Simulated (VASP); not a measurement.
A run of VASP 6.6.1 is set up as follows.

The input INCAR:

```
PREC     = Accurate       # precision mode
ENCUT    = 600            # plane-wave cutoff, eV
EDIFF    = 1E-6           # SCF threshold, eV
ISMEAR   = 0              # smearing method
SIGMA    = 0.1            # smearing width, eV
LREAL    = False          # projectors in reciprocal space
LASPH    = True           # aspherical terms in the spheres
NELM     = 60             # most SCF steps
ALGO     = Fast           # electronic algorithm
ISIF     = 3              # what is computed and relaxed
LWAVE    = False          # write WAVECAR
LCHARG   = False          # write CHGCAR
GGA      = PE             # functional
IBRION   = 2              # ionic algorithm
NSW      = 100            # ionic steps
EDIFFG   = -0.01          # ionic threshold
```

File KPOINTS:

```
Automatic mesh
0
Gamma
  10 10 10
```

Contents of POSCAR:

```
PtWC3
1.0
    3.9265320746      0.0000000000      0.0000000000
    0.0000000000      3.9265320746      0.0000000000
    0.0000000000      0.0000000000      3.9265320746
Pt W C
1 1 3
Direct
    0.5000000000      0.5000000000      0.5000000000
    0.0000000000      0.0000000000      0.0000000000
    0.0000000000      0.5000000000      0.5000000000
    0.5000000000      0.0000000000      0.5000000000
    0.5000000000      0.5000000000      0.0000000000
```

Potentials or basis: VASP PAW PBE potentials, release 64 (Pt, W_sv, C).

The run is started by

```console
$ cat potpaw_PBE.64/Pt/POTCAR potpaw_PBE.64/W_sv/POTCAR potpaw_PBE.64/C/POTCAR > POTCAR
$ mpirun -np 1 vasp_std > vasp.out
```

(1) Predict the relaxed cell.

(2) What does it give for the relaxed volume?

## Answers

(1) a = 3.930 Å, b = 3.930 Å, c = 3.930 Å, α = 90.00°, β = 90.00°, γ = 90.00°.

(2) 12.14 Å³/atom.
